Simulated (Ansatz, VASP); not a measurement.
**One calculation of ScAl3, two programs**

File INCAR:

```
SYSTEM = ScAl3
PREC = Accurate
ENCUT = 520
EDIFF = 1E-6
ISMEAR = 0
SIGMA = 0.15
LREAL = .FALSE.
LASPH = .TRUE.
NELM = 60
ALGO = Fast
ISIF = 2
LWAVE = .FALSE.
LCHARG = .FALSE.
GGA = PS
NBANDS = 18
```

KPOINTS

```
Automatic mesh
0
G
  16 16 16
  0 0 0
```

POSCAR

```
ScAl3
1.0
   -1.9757815004      1.9757815004      4.3698183015
    1.9757815004     -1.9757815004      4.3698183015
    1.9757815004      1.9757815004     -4.3698183015
Sc Al
1 3
Direct
    0.0000000000      0.0000000000      0.0000000000
    0.7500000000      0.2500000000      0.5000000000
    0.2500000000      0.7500000000      0.5000000000
    0.5000000000      0.5000000000      0.0000000000
```

Input for Ansatz:

```yaml
crystal:
  lattice:
    - [-1.9757815004, 1.9757815004, 4.3698183015]
    - [1.9757815004, -1.9757815004, 4.3698183015]
    - [1.9757815004, 1.9757815004, -4.3698183015]
  atoms:
    - { symbol: Sc, position: [0.0, 0.0, 0.0] }
    - { symbol: Al, position: [0.75, 0.25, 0.5] }
    - { symbol: Al, position: [0.25, 0.75, 0.5] }
    - { symbol: Al, position: [0.5, 0.5, 0.0] }
basis:
  ecutwfc: 420
kpoints:
  mp_grid: { grid: [16, 16, 16] }
hamiltonian:
  xc: pbesol
scf:
  occupations: { method: gaussian, width: 0.15 }
output:
  forces: true
  stress: true
  eigenvalues: true
  write_density: true
  write_potential: true
  elf: true
  volumetric_format: npy
```

Change from the starting cell: strain -0.0100 x Voigt [1, 1, 0, 0, 0, 0], atoms carried along.

Alike in both runs: task single point; functional PBEsol; k mesh 16 × 16 × 16; occupations gaussian, width 0.15 eV; no spin polarisation.

|  | VASP | Ansatz |
| --- | --- | --- |
| version | VASP 6.6.1 | Ansatz 0.2.0 |
| potentials or method | VASP PAW PBE potentials, release 64 (Sc_sv, Al), cutoff 520 eV | scalar-relativistic, plane waves, PAW |
| valence electrons in the cell | 20 | 20 |

VASP gave:

```
gap on the k mesh at the Fermi level (eV)                     : none
pressure (GPa)                                                : 2.0
traceless stress, the component that is largest in VASP (GPa) : -0.98
```

Task: What did Ansatz give for the same quantities?

Result: gap on the k mesh at the Fermi level (eV): none; pressure (GPa): 1.9; traceless stress, the component that is largest in VASP (GPa): -0.97.

VASP's potentials were made for PBE, not for PBEsol. A gap of «none» marks a metal or a gap that the smearing closes. With one functional, cell and mesh, what is left measures potentials, basis and numerics.
